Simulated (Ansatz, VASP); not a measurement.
Sc: VASP beside Ansatz

```
CELL_PARAMETERS angstrom
3.36305 0.00000 0.00000
-1.68153 2.91249 0.00000
0.00000 0.00000 5.35438
ATOMIC_POSITIONS crystal
Sc 0.33333 0.66667 0.25000
Sc 0.66667 0.33333 0.75000
```

Change from the starting cell: volume scaled by 1.05.

Alike in both runs: task single point; functional PBE; k mesh 13 × 13 × 7; occupations fermi-dirac, width 0.03 eV; no spin polarisation.

|  | VASP | Ansatz |
| --- | --- | --- |
| version | VASP 6.6.1 | Ansatz 0.2.0 |
| potentials or method | VASP PAW PBE potentials, release 64 (Sc_sv), cutoff 520 eV | all-electron LAPW, scalar-relativistic |

|  | VASP | Ansatz | Ansatz less VASP |
| --- | --- | --- | --- |
| pressure (GPa) | -3.0 | -3.0 | -0.02 |
| traceless stress, the component that is largest in VASP (GPa) | -0.98 | -0.98 | -0.001 |

Ansatz ran all-electron here, and VASP with PAW potentials.
